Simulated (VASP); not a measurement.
# Ag4Sb2Mo (R-3m) in VASP: single point with PBEsol

Aim: the single point of Ag4Sb2Mo with PBEsol.

Program: VASP 6.6.1. These are calculated values, not measurements. Logs are shortened: lines on timing, memory, paths and dates and some standing lists are left out, and cuts for length are marked.

### Step 1. The cell of the first run

The structure is trigonal, space group R-3m (No. 166). Conventional cell: a = 4.511 Å, b = 4.511 Å, c = 23.575 Å, α = 90.00°, β = 90.00°, γ = 120.00°. Mo (site symmetry -3m) has 6 Sb at 3.17 Å and 8 Ag at 3.35 to 3.53 Å within 4.2 Å. Ag (site symmetry 3m) has 4 Sb at 2.70 to 3.02 Å and 9 Ag at 2.78 to 3.37 Å and 1 Mo at 3.35 Å within 3.6 Å. Ag (site symmetry 3m) has 3 Sb at 2.66 Å and 7 Ag at 2.78 to 3.37 Å and 3 Mo at 3.53 Å within 3.6 Å. Sb (site symmetry 3m) has 7 Ag at 2.66 to 3.02 Å and 3 Mo at 3.17 Å within 3.5 Å.

### Step 2. Single point, PBEsol

File INCAR:

```
PREC = Accurate ; ENCUT = 520
EDIFF = 1E-6 ; ISMEAR = 1
SIGMA = 0.04 ; LREAL = F
LASPH = T ; NELM = 80
ALGO = Normal ; ISIF = 2
LWAVE = F ; LCHARG = F
GGA = PS ; NBANDS = 43
```

File KPOINTS:

```
Automatic mesh
0
Gamma
  7 7 7
```

File POSCAR:

```
Ag4Sb2Mo
1.0
    2.2553850000      3.9064350000      0.0000000000
   -2.2553850000      3.9064350000      0.0000000000
    0.0000000000     -2.6042900000      7.8583700000
Mo Ag Sb
1 4 2
Direct
    0.0000000000      0.0000000000      0.0000000000
    0.1419600000      0.1419600000      0.4258800000
    0.8580400000      0.8580400000      0.5741200000
    0.4341100000      0.4341100000      0.3023300000
    0.5658900000      0.5658900000      0.6976700000
    0.2563400000      0.2563400000      0.7690200000
    0.7436600000      0.7436600000      0.2309800000
```

Potentials or basis: VASP PAW PBE potentials, release 64 (Mo_sv, Ag, Sb).

The run is started by

```
cat potpaw_PBE.64/Mo_sv/POTCAR potpaw_PBE.64/Ag/POTCAR potpaw_PBE.64/Sb/POTCAR > POTCAR
mpirun -np 1 vasp_std > vasp.out
```

OUTCAR:

```text
PREC = Accurate
   ENCUT = 520
   EDIFF = 1E-6
   ISMEAR = 1
   LREAL = F
   LASPH = T
   NELM = 80
   ISIF = 2
   GGA = PS

 ion  position               nearest neighbor table
   1  0.000  0.000  0.000-   6 3.17   7 3.17   7 3.17   7 3.17   6 3.17   6 3.17   2 3.35   3 3.35
                             4 3.53   5 3.53   4 3.53   5 3.53   4 3.53   5 3.53
   2  0.142  0.142  0.426-   6 2.70   4 2.78   4 2.78   4 2.78   3 2.85   3 2.85   3 2.85   7 3.02
                             7 3.02   7 3.02   1 3.35   5 3.37   5 3.37   5 3.37
   3  0.858  0.858  0.574-   7 2.70   5 2.78   5 2.78   5 2.78   2 2.85   2 2.85   2 2.85   6 3.02
                             6 3.02   6 3.02   1 3.35   4 3.37   4 3.37   4 3.37
   4  0.434  0.434  0.302-   7 2.66   7 2.66   7 2.66   2 2.78   2 2.78   2 2.78   5 3.11   3 3.37
                             3 3.37   3 3.37   1 3.53   1 3.53   1 3.53
   5  0.566  0.566  0.698-   6 2.66   6 2.66   6 2.66   3 2.78   3 2.78   3 2.78   4 3.11   2 3.37
                             2 3.37   2 3.37   1 3.53   1 3.53   1 3.53
   6  0.256  0.256  0.769-   5 2.66   5 2.66   5 2.66   2 2.70   3 3.02   3 3.02   3 3.02   1 3.17
                             1 3.17   1 3.17
   7  0.744  0.744  0.231-   4 2.66   4 2.66   4 2.66   3 2.70   2 3.02   2 3.02   2 3.02   1 3.17
                             1 3.17   1 3.17

  LATTYP: Found a trigonal (rhomboedric) cell.
 ALAT       =     8.2786666895
 COS(alpha) =     0.8515601264

  Lattice vectors:

 A1 = (   2.2553850000,   1.3021450000,   7.8583700000)
 A2 = (  -2.2553850000,   1.3021450000,   7.8583700000)
 A3 = (   0.0000000000,  -2.6042900000,   7.8583700000)

Analysis of symmetry for initial positions (statically):
=====================================================================
 Subroutine PRICEL returns:
 Original cell was already a primitive cell.

 Routine SETGRP: Setting up the symmetry group for a
 trigonal (rhombohedral) supercell.

 Subroutine GETGRP returns: Found 12 space group operations
 (whereof 12 operations were pure point group operations)
 out of a pool of 12 trial point group operations.

The static configuration has the point symmetry D_3d.

Analysis of symmetry for dynamics (positions and initial velocities):
=====================================================================
 Subroutine PRICEL returns:
 Original cell was already a primitive cell.

 Routine SETGRP: Setting up the symmetry group for a
 trigonal (rhombohedral) supercell.

 Subroutine GETGRP returns: Found 12 space group operations
 (whereof 12 operations were pure point group operations)
 out of a pool of 12 trial point group operations.

The dynamic configuration has the point symmetry D_3d.

 Subroutine INISYM returns: Found 12 space group operations
 (whereof 12 operations are pure point group operations),
 and found     1 'primitive' translations

----------------------------------------------------------------------------------------

                                     Primitive cell

  volume of cell :     138.4726

  direct lattice vectors                    reciprocal lattice vectors
     2.255385000  3.906435000  0.000000000     0.221691640  0.127993938  0.042417618
    -2.255385000  3.906435000  0.000000000    -0.221691640  0.127993938  0.042417618
     0.000000000 -2.604290000  7.858370000     0.000000000  0.000000000  0.127252853

  length of vectors
     4.510764448  4.510764448  8.278665681     0.259478103  0.259478103  0.127252853

  position of ions in fractional coordinates (direct lattice)
     0.000000000  0.000000000  0.000000000
     0.141960000  0.141960000  0.425880000
     0.858040000  0.858040000  0.574120000
     0.434110000  0.434110000  0.302330000
     0.565890000  0.565890000  0.697670000
     0.256340000  0.256340000  0.769020000
     0.743660000  0.743660000  0.230980000

  ion indices of the primitive-cell ions
   primitive index   ion index
                 1           1
                 2           2
                 3           3
                 4           4
                 5           5
                 6           6
                 7           7

----------------------------------------------------------------------------------------

 KPOINTS: Automatic mesh

Automatic generation of k-mesh.
 Grid dimensions read from file:
 generate k-points for:    7    7    7

 Generating k-lattice:

  Cartesian coordinates                     Fractional coordinates (reciprocal lattice)
     0.031670234  0.018284848  0.006059660     0.142857143  0.000000000  0.000000000
    -0.031670234  0.018284848  0.006059660     0.000000000  0.142857143  0.000000000
     0.000000000  0.000000000  0.018178979     0.000000000  0.000000000  0.142857143

  Length of vectors
     0.037068300  0.037068300  0.018178979

  Shift w.r.t. Gamma in fractional coordinates (k-lattice)
     0.000000000  0.000000000  0.000000000

 Subroutine IBZKPT returns following result:
 ===========================================

 Found     44 irreducible k-points:

 Following reciprocal coordinates:
            Coordinates               Weight
  0.000000  0.000000  0.000000      1.000000
  0.142857  0.000000  0.000000      6.000000
  0.285714  0.000000 -0.000000      6.000000
  0.428571  0.000000 -0.000000      6.000000
  0.142857  0.142857  0.000000      6.000000
  0.285714  0.142857 -0.000000     12.000000
[... 16 lines left out ...]
  0.142857  0.142857  0.142857      6.000000
  0.285714  0.142857  0.142857     12.000000
 [... further k-points ...]
   k-points           NKPTS =     44   k-points in BZ     NKDIM =     44   number of bands    NBANDS=     43
   number of dos      NEDOS =    301   number of ions     NIONS =      7
   total plane-waves  NPLWV =  82944
   dimension x,y,z NGX =    36 NGY =   36 NGZ =   64
   dimension x,y,z NGXF=    72 NGYF=   72 NGZF=  128
   ions per type =               1   4   2
   NGX,Y,Z   is equivalent  to a cutoff of  13.27, 13.27, 12.85 a.u.
   NGXF,Y,Z  is equivalent  to a cutoff of  26.54, 26.54, 25.70 a.u.
 SYSTEM =  unknown system
   PREC   = accura    normal or accurate (medium, high low for compatibility)
   ISTART =      0    job   : 0-new  1-cont  2-samecut
   ICHARG =      2    charge: 1-file 2-atom 10-const
   ISPIN  =      1    spin polarized calculation?
   LNONCOLLINEAR =      F non collinear calculations
   LSORBIT =      F    spin-orbit coupling
   LASPH  =      T    aspherical Exc in radial PAW
   ENCUT  =  520.0 eV  38.22 Ry    6.18 a.u.   8.39  8.39 15.39*2*pi/ulx,y,z
   NELM   =     80;   NELMIN=  2; NELMDL= -5     # of ELM steps
   EDIFF  = 0.1E-05   stopping-criterion for ELM
   LREAL  =      F    real-space projection
   EDIFFG = 0.1E-04   stopping-criterion for IOM
   NSW    =      0    number of steps for IOM
   IBRION =     -1    ionic relax: 0-MD 1-quasi-New 2-CG
   NFREE  =      0    steps in history (QN), initial steepest desc. (CG)
   ISIF   =      2    stress and relaxation
   ISYM   =      2    0-nonsym 1-usesym 2-fastsym
   POTIM  = 0.5000    time-step for ionic-motion
   TEBEG  =    0.0;   TEEND  =   0.0 temperature during run
   PSTRESS=    0.0 pullay stress
   NELECT =      68.0000    total number of electrons
   NUPDOWN=      -1.0000    fix difference up-down
   EMIN   =  10.00;   EMAX   =-10.00  energy-range for DOS
   EFERMI =   0.00;   METHOD = LEGACY
   ISMEAR =     1;   SIGMA  =   0.04  broadening in eV -4-tet -1-fermi 0-gaus
   EFERMI_NEDOS =   21; number of points for ismear=-14 and -15
   IALGO  =     38    algorithm
   IMIX   =      4    mixing-type and parameters
     AMIX     =   0.40;   BMIX     =  1.00
     AMIX_MAG =   1.60;   BMIX_MAG =  1.00
  volume/ion in A,a.u.               =      19.78       133.49
  Fermi-wavevector in a.u.,A,eV,Ry     =   1.291586  2.440743 22.697151  1.668194
  Thomas-Fermi vector in A             =   2.423346
   LORBIT       =      0    0 simple, 1 ext, 2 COOP (PROOUT), +10 PAW based schemes
   GGA     = PS    functional components
   LHFCALC =     F    Hartree Fock is set to
   AEXX    =    0.0000 exact exchange contribution
   IVDW    =     0    specifies the selected vdW correction
   LEPSILON=     F    determine dielectric tensor
   LRPA    =     F    only Hartree local field effects (RPA)
 non-spin polarized calculation
 Methfessel and Paxton  Order N= 1 SIGMA  =   0.04
  energy-cutoff  :      520.00
  volume of cell :      138.47
 maximum number of plane-waves:      3785
 NGX is ok and might be reduce to    36
   NGX = 17   NGY = 17   NGZ = 31

 number of electron      67.9999999 magnetization

 Free energy of the ion-electron system (eV)
  ---------------------------------------------------
  ext. energy  EPLUGINS =         0.00000000
  ---------------------------------------------------
  free energy    TOTEN  =       -30.07862819 eV

  energy without entropy =      -30.07919276  energy(sigma->0) =      -30.07881638

 E-fermi :   9.2631     XC(G=0): -11.6546

 val. band max:        9.2525267791   @ k =   0.4286   0.0000   0.1429
 cond. band min:       9.2643014517   @ k =   0.2857   0.2857   0.1429
 fundamental gap:      0.0117746726
 Fermi energy:         9.2630842675

 k-point     1 :       0.0000    0.0000    0.0000
  band No.  band energies     occupation
      1     -51.7697      2.00000
      2     -25.8910      2.00000
      3     -25.8477      2.00000
      4     -25.8477      2.00000
      5      -2.6857      2.00000
      6      -1.8449      2.00000
[... 35 lines left out ...]
     42      12.8495      0.00000
     43      12.9794      0.00000

 k-point     2 :       0.1429    0.0000    0.0000
  band No.  band energies     occupation
      1     -51.7696      2.00000
      2     -25.8908      2.00000
      3     -25.8488      2.00000
      4     -25.8480      2.00000
      5      -2.5247      2.00000
      6      -1.7668      2.00000
[... 1004 lines left out ...]
 k-point    24 :       0.2857    0.1429    0.1429
  band No.  band energies     occupation
      1     -51.7696      2.00000
      2     -25.8904      2.00000
      3     -25.8504      2.00000
      4     -25.8486      2.00000
      5      -2.1511      2.00000
      6      -1.7390      2.00000
[... 35 lines left out ...]
     42      13.1138      0.00000
     43      13.2753      0.00000

 [... further k-points ...]

------------------------ aborting loop because EDIFF is reached ----------------------------------------

  FORCE on cell =-STRESS in cart. coord.  units (eV):
  Direction    XX          YY          ZZ          XY          YZ          ZX
  --------------------------------------------------------------------------------------
  -------------------------------------------------------------------------------------
  Total        2.1130556      2.1130487     -4.9109321      0.0000000     -0.0000000      0.0000000
  in kB       24.4488112     24.4487310    -56.8212462      0.0000000     -0.0000000      0.0000000
  external PRESSURE =      -2.6412347 kB  Pullay stress =       0.0000000 kB

 VOLUME and BASIS-vectors are now :
 -----------------------------------------------------------------------------
  energy-cutoff  :      520.00
  volume of cell :      138.47
      direct lattice vectors                 reciprocal lattice vectors
     2.255385000  3.906435000  0.000000000     0.221691640  0.127993938  0.042417618
    -2.255385000  3.906435000  0.000000000    -0.221691640  0.127993938  0.042417618
     0.000000000 -2.604290000  7.858370000     0.000000000  0.000000000  0.127252853

 POSITION                                       TOTAL-FORCE (eV/Angst)
 -----------------------------------------------------------------------------------
      0.00000      0.00000      0.00000         0.000000      0.000000      0.000000
      0.00000     -0.00000      3.34672         0.000000      0.000000     -0.393301
      0.00000      5.20858      4.51165         0.000000      0.000000      0.393301
      0.00000      2.60429      2.37582         0.000000      0.000000     -0.230446
      0.00000      2.60429      5.48255         0.000000      0.000000      0.230446
      0.00000      0.00000      6.04324         0.000000     -0.000000      2.814663
      0.00000      5.20858      1.81513         0.000000      0.000000     -2.814663
 -----------------------------------------------------------------------------------
    total drift:                                0.000000      0.000000     -0.000000

  FREE ENERGIE OF THE ION-ELECTRON SYSTEM (eV)
  ---------------------------------------------------
  free  energy   TOTEN  =       -30.0786281909 eV

  energy  without entropy=      -30.0791927554  energy(sigma->0) =      -30.07881638
```

Wall time 6.9 min (1 thread of Intel Xeon 8259CL, shared host); peak memory 0.43 GiB.

What came out:

```
Free energy            : -30.0786 eV
Pressure               : -0.3 GPa
Largest force          : 2.815 eV/Å
Band gap on the k mesh : zero (bands 34 and 35 overlap by 0.49 eV)
```

Forces in eV/Å, atoms in the order of the input:
```
Mo   0.000  0.000  0.000
Ag   0.000  0.000 -0.393
Ag   0.000  0.000  0.393
Ag   0.000  0.000 -0.230
Ag   0.000  0.000  0.230
Sb   0.000  0.000  2.815
Sb   0.000  0.000 -2.815
```

Caveat: the PAW data sets were made with another functional, which shifts forces and pressure a little; spin-orbit coupling is left out, which moves the levels of the heavy elements.
